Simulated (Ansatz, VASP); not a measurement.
## One calculation of S, two programs

File INCAR:

```
SYSTEM = S
PREC     = Accurate       ! precision mode
ENCUT    = 520            ! plane-wave cutoff, eV
EDIFF    = 1E-6           ! SCF threshold, eV
ISMEAR   = 0              ! smearing method
SIGMA    = 0.15           ! smearing width, eV
LREAL    = .False.        ! projectors in reciprocal space
LASPH    = .True.         ! aspherical terms in the spheres
NELM     = 100            ! most SCF steps
ALGO     = Normal         ! electronic algorithm
ISIF     = 2              ! what is computed and relaxed
LWAVE    = .False.        ! write WAVECAR
LCHARG   = .False.        ! write CHGCAR
GGA      = PE             ! functional
IVDW     = 12             ! dispersion correction
NBANDS   = 9              ! bands
```

The input KPOINTS:

```
Automatic mesh
0
Gamma
  22 22 22
  0 0 0
```

File POSCAR:

```
S
1.0
    0.0000000000      1.9621777770      2.0602866659
    1.9621777770      0.0000000000      2.0602866659
    1.9621777770      1.9621777770      0.0000000000
S
1
Direct
    0.0000000000      0.0000000000      0.0000000000
```

Input for Ansatz:

```yaml
crystal:
  lattice:
    - [0.0, 1.962177777, 2.0602866659]
    - [1.962177777, 0.0, 2.0602866659]
    - [1.962177777, 1.962177777, 0.0]
  atoms:
    - { symbol: S, position: [0.0, 0.0, 0.0] }
basis:
  ecutwfc: 420
kpoints:
  mp_grid: { grid: [22, 22, 22] }
hamiltonian:
  xc: pbe
  dispersion: d3bj
scf:
  occupations: { method: gaussian, width: 0.15 }
output:
  forces: true
  stress: true
  eigenvalues: true
```

Alike in both runs: task single point; functional PBE; dispersion D3(BJ); k mesh 22 × 22 × 22; occupations gaussian, width 0.15 eV; no spin polarisation.

```csv
,VASP,Ansatz
version,VASP 6.6.1,Ansatz 0.2.0
potentials or method,"VASP PAW PBE potentials, release 64 (S), cutoff 520 eV","scalar-relativistic, plane waves, PAW"
valence electrons in the cell,6,6
```

VASP gave:

- gap on the k mesh at the Fermi level (eV): none
- pressure (GPa): -4.0
- traceless stress, the component that is largest in VASP (GPa): 2.63

Task: Estimate Ansatz's values.

Result: gap on the k mesh at the Fermi level (eV): none; pressure (GPa): -3.8; traceless stress, the component that is largest in VASP (GPa): 2.63.

A gap of «none» marks a metal or a gap that the smearing closes.
